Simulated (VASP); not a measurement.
Wanted: the native input for a VASP 6.6.1 run.

- Task: single point
- Functional: PBEsol
- Potentials or basis: VASP PAW PBE potentials, release 64 (Al, N)
- Cutoff: 520 eV
- k mesh: 9 × 9 × 6
- Occupations: gaussian, width 0.05 eV
- Spin: no spin polarisation
- Dipole correction: no
- Further INCAR settings: ALGO = Normal; EDIFF = 1e-06; NBANDS = 16

The structure of AlN lies in POSCAR:

```
AlN
1.0
    3.2222000000      0.0000000000      0.0000000000
   -1.6111000000      2.7905070561      0.0000000000
    0.0000000000      0.0000000000      4.2642000000
Al N
2 2
Direct
    0.3333333333      0.6666666667      0.7500000000
    0.6666666667      0.3333333333      0.2500000000
    0.3333333333      0.6666666667      0.2500000000
    0.6666666667      0.3333333333      0.7500000000
```

One way to write it, as run:

INCAR

```
SYSTEM = AlN
PREC     = Accurate       ! precision mode
ENCUT    = 520            ! plane-wave cutoff, eV
EDIFF    = 1E-6           ! SCF threshold, eV
ISMEAR   = 0              ! smearing method
SIGMA    = 0.05           ! smearing width, eV
LREAL    = .FALSE.        ! projectors in reciprocal space
LASPH    = .TRUE.         ! aspherical terms in the spheres
NELM     = 80             ! most SCF steps
ALGO     = Normal         ! electronic algorithm
ISIF     = 2              ! what is computed and relaxed
LWAVE    = .FALSE.        ! write WAVECAR
LCHARG   = .FALSE.        ! write CHGCAR
GGA      = PS             ! functional
NBANDS   = 16             ! bands
```

KPOINTS

```
Automatic mesh
0
G
  9 9 6
  0 0 0
```

Potentials or basis: VASP PAW PBE potentials, release 64 (Al, N).

Launch:

```bash
$ cat potpaw_PBE.64/Al/POTCAR potpaw_PBE.64/N/POTCAR > POTCAR
$ mpirun -np 1 vasp_std > vasp.out
```

It gave:

| Item | Value |
| --- | --- |
| Pressure | 6.7 GPa |
| Band gap on the k mesh | 3.37 eV, direct |

Caveat: the PAW data sets were made with another functional, which shifts forces and pressure a little.

Wall time 14 s on 1 thread of Intel(R) Xeon(R) Platinum 8488C (Sapphire Rapids), with other jobs on the host, peak memory 0.16 GiB.
